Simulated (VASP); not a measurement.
Wanted: the native input for a VASP 6.6.1 run.

| Quantity | Value |
| --- | --- |
| Task | single point |
| Functional | PBEsol |
| Potentials or basis | VASP PAW PBE potentials, release 64 (Pr) |
| Cutoff | 520 eV |
| k mesh | 6 × 6 × 4 |
| Occupations | fermi-dirac, width 0.05 eV |
| Spin | collinear spin, antiferromagnetic start |
| Starting moments | [2.0, -2.0] μB |
| Hubbard terms | Pr f U = 4.0 eV |
| Dipole correction | no |
| Further INCAR settings | ALGO = Normal; EDIFF = 1e-06; NBANDS = 24 |

The structure of Pr lies in POSCAR:

```
Pr
1.0
    3.6690000000      0.0000000000      0.0000000000
   -1.8345000000      3.1774472065      0.0000000000
    0.0000000000      0.0000000000      5.9200000000
Pr
2
Direct
    0.6666666667      0.3333333333      0.7500000000
    0.3333333333      0.6666666667      0.2500000000
```

These files were run (other wordings do the same):

INCAR

```
  ALGO = Normal
  EDIFF = 1E-6
  ENCUT = 520
  GGA = PS
  ISIF = 2
  ISMEAR = -1
  ISPIN = 2
  LASPH = True
  LCHARG = False
  LDAU = True
  LDAUJ = 0
  LDAUL = 3
  LDAUPRINT = 1
  LDAUTYPE = 2
  LDAUU = 4
  LMAXMIX = 6
  LORBIT = 11
  LREAL = False
  LWAVE = False
  MAGMOM = 2 -2
  NBANDS = 24
  NELM = 150
  PREC = Accurate
  SIGMA = 0.05
```

KPOINTS

```
k-points
0
Gamma
  6 6 4
```

Potentials or basis: VASP PAW PBE potentials, release 64 (Pr).

Run with:

```console
$ cat potpaw_PBE.64/Pr/POTCAR > POTCAR
$ mpirun -np 1 vasp_std > vasp.out
```

Results of the run:

The pressure is -1.0 GPa. The band gap on the k mesh is zero (filled and empty bands overlap), the net moment is 0.00 μB per cell and the site moments are Pr +2.02, -2.02 μB. The valence electrons inside the program's atomic spheres are Pr 9.90.

Caveat: the magnetic or orbital state may not be the lowest; the PAW data sets were made with another functional, which shifts forces and pressure a little; spin-orbit coupling is left out, which moves the levels of the heavy elements.

It took 3.4 min on 1 thread of Intel Xeon 8259CL (shared host), peak memory 0.25 GiB.
